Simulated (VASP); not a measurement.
Wanted: the native input for a VASP 6.6.1 run.

| Item | Value |
| --- | --- |
| Task | relaxation of cell and atoms |
| Functional | PBEsol |
| Potentials or basis | VASP PAW PBE potentials, release 64 (Au) |
| Cutoff | 500 eV |
| k mesh | 13 × 13 × 13 |
| Occupations | fermi-dirac, width 0.1 eV |
| Spin | no spin polarisation |
| Dipole correction | no |
| Further INCAR settings | ALGO = Normal; EDIFF = 1e-07; IBRION = 2; EDIFFG = -0.01; NSW = 80; ISIF = 3 |

The structure of Au lies in POSCAR:

```
Au
1.0
    0.0000000000      2.0391200000      2.0391200000
    2.0391200000      0.0000000000      2.0391200000
    2.0391200000      2.0391200000      0.0000000000
Au
1
Direct
    0.0000000000      0.0000000000      0.0000000000
```

One way to write it, as run:

INCAR

```
SYSTEM = Au
ALGO = Normal
EDIFF = 1E-7
EDIFFG = -0.01
ENCUT = 500
GGA = PS
GGA_COMPAT = .False.
IBRION = 2
ISIF = 3
ISMEAR = -1
LASPH = .True.
LCHARG = .False.
LREAL = .False.
LWAVE = .False.
NELM = 120
NELMIN = 4
NSW = 80
PREC = Accurate
SIGMA = 0.1
```

KPOINTS

```
k-points
0
Gamma
  13 13 13
  0 0 0
```

Potentials or basis: VASP PAW PBE potentials, release 64 (Au).

The run is started by

```bash
$ cat potpaw_PBE.64/Au/POTCAR > POTCAR
$ mpirun -np 1 vasp_std > vasp.out
```

Results of the run:

The relaxed volume is 16.97 Å³/atom. The relaxed cell is a = 2.884 Å, b = 2.884 Å, c = 2.884 Å, α = 60.00°, β = 60.00°, γ = 60.00°, the space group after relaxing (to 0.1 Å) is Fm-3m (No. 225) and the energy gained by relaxing is 0.0 meV/atom. The ionic steps are 3 and the pressure after relaxing is 0.0 GPa. The band gap on the k mesh is zero (an odd number of electrons rules out a gap without spin polarisation).

Caveat: the PAW data sets were made with another functional, which shifts forces and pressure a little; spin-orbit coupling is left out, which moves the levels of the heavy elements.

Run time: 18 s on 1 thread of AMD EPYC 7R13 Processor (Zen 3), on a shared host, peak memory 0.12 GiB.
